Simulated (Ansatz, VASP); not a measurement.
# Ta4N in VASP and in Ansatz

Contents of INCAR:

```
SYSTEM = Ta4N
PREC = Accurate
ENCUT = 520
EDIFF = 1E-7
ISMEAR = 0
SIGMA = 0.1
LREAL = .False.
LASPH = .True.
NELM = 80
ALGO = Normal
ISIF = 2
LWAVE = .False.
LCHARG = .True.
GGA = PE
LELF = .True.
LVHAR = .True.
NBANDS = 32
```

Contents of KPOINTS:

```
Automatic mesh
0
Gamma
  4 4 4
  0 0 0
```

File POSCAR:

```
Ta4N
1.0
   -2.7028500000      2.7028500000      2.7028500000
    2.7028500000     -2.7028500000      2.7028500000
    2.7028500000      2.7028500000     -2.7028500000
Ta N
4 1
Direct
    0.0000000000      0.0000000000      0.5000000000
    0.0000000000      0.5000000000      0.0000000000
    0.5000000000      0.0000000000      0.0000000000
    0.5000000000      0.5000000000      0.5000000000
    0.0000000000      0.0000000000      0.0000000000
```

Input for Ansatz:

```yaml
crystal:
  lattice:
    - [-2.70285, 2.70285, 2.70285]
    - [2.70285, -2.70285, 2.70285]
    - [2.70285, 2.70285, -2.70285]
  atoms:
    - { symbol: Ta, position: [0.0, 0.0, 0.5] }
    - { symbol: Ta, position: [0.0, 0.5, 0.0] }
    - { symbol: Ta, position: [0.5, 0.0, 0.0] }
    - { symbol: Ta, position: [0.5, 0.5, 0.5] }
    - { symbol: "N", position: [0.0, 0.0, 0.0] }
basis:
  ecutwfc: 420
kpoints:
  mp_grid: { grid: [4, 4, 4] }
hamiltonian:
  xc: pbe
scf:
  occupations: { method: gaussian, width: 0.1 }
  lower_state_search: "off"
output:
  forces: true
  stress: true
  eigenvalues: true
```

Change from the starting cell: species swapped into the CrGa4 type (Im-3m, No. 229).

Alike in both runs: task single point; functional PBE; k mesh 4 × 4 × 4; occupations gaussian, width 0.1 eV; no spin polarisation.

|  | VASP | Ansatz |
| --- | --- | --- |
| version | VASP 6.6.1 | Ansatz 0.2.0 |
| potentials or method | VASP PAW PBE potentials, release 64 (Ta_pv, N), cutoff 520 eV | scalar-relativistic, plane waves, PAW |
| valence electrons in the cell | 49 | 57 |

|  | VASP | Ansatz | Ansatz less VASP |
| --- | --- | --- | --- |
| gap on the k mesh at the Fermi level (eV) | none | none | - |
| pressure (GPa) | 10.0 | 9.6 | -0.36 |

A gap of «none» marks a metal or a gap that the smearing closes. The functional is the same, so the differences come from potentials, cutoffs and numerics. VASP's potentials hold 49 valence electrons a cell and Ansatz's 57, so a difference there can come from the potentials and not from the codes.

The k mesh is coarse, so the values compare programs but aren't converged. Spin-orbit coupling is off throughout.
